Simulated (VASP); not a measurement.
Set up this calculation in VASP 6.6.1, as the native input.

```
Task                   : relaxation of cell and atoms
Functional             : PBE
Dispersion             : D3(BJ)
Potentials or basis    : VASP PAW PBE potentials, release 64 (K_sv)
Cutoff                 : 600 eV
k mesh                 : 12 × 12 × 12
Occupations            : gaussian, width 0.1 eV
Spin                   : no spin polarisation
Target pressure        : 5 GPa
Dipole correction      : no
Further INCAR settings : ALGO = Normal; EDIFF = 1e-06; IBRION = 2; EDIFFG = -0.008; NSW = 70; ISIF = 3
```

The structure of K lies in POSCAR:

```
K
1.0
    0.0000000000      2.8814670858      2.8814670858
    2.8814670858      0.0000000000      2.8814670858
    2.8814670858      2.8814670858      0.0000000000
K
1
Direct
    0.0000000000      0.0000000000      0.0000000000
```

These files were run (other wordings do the same):

INCAR

```
  PREC = Accurate
  ENCUT = 600
  EDIFF = 1E-6
  ISMEAR = 0
  SIGMA = 0.1
  LREAL = False
  LASPH = True
  NELM = 100
  ALGO = Normal
  ISIF = 3
  LWAVE = False
  LCHARG = False
  GGA = PE
  IVDW = 12
  IBRION = 2
  NSW = 70
  EDIFFG = -0.008
  PSTRESS = 50.0
```

KPOINTS

```
regular mesh
0
Gamma
  12 12 12
```

Potentials or basis: VASP PAW PBE potentials, release 64 (K_sv).

Run with:

```bash
$ cat potpaw_PBE.64/K_sv/POTCAR > POTCAR
$ mpirun -np 1 vasp_std > vasp.out
```

It gave:

```yaml
Relaxed_volume: 42.10 Å³/atom
Relaxed_cell: a = 3.905 Å, b = 3.905 Å, c = 3.905 Å, α = 60.00°, β = 60.00°, γ = 60.00°
Space_group_after_relaxing_to_0.05_Å: Fm-3m (No. 225)
Energy_change_on_relaxing_the_enthalpy_is_what_falls: +139.9 meV/atom
Ionic_steps: 4
Pressure_after_relaxing: 5.0 GPa
Dispersion_energy_per_atom: -0.195 eV
```

Caveat: the cell is relaxed towards a set pressure, so the enthalpy falls and the energy may rise; pairwise dispersion overbinds metals, which lowers pressure and volume.

Wall time 53 s on 1 thread of Intel(R) Xeon(R) Platinum 8488C (Sapphire Rapids) (shared host), peak memory 0.22 GiB.
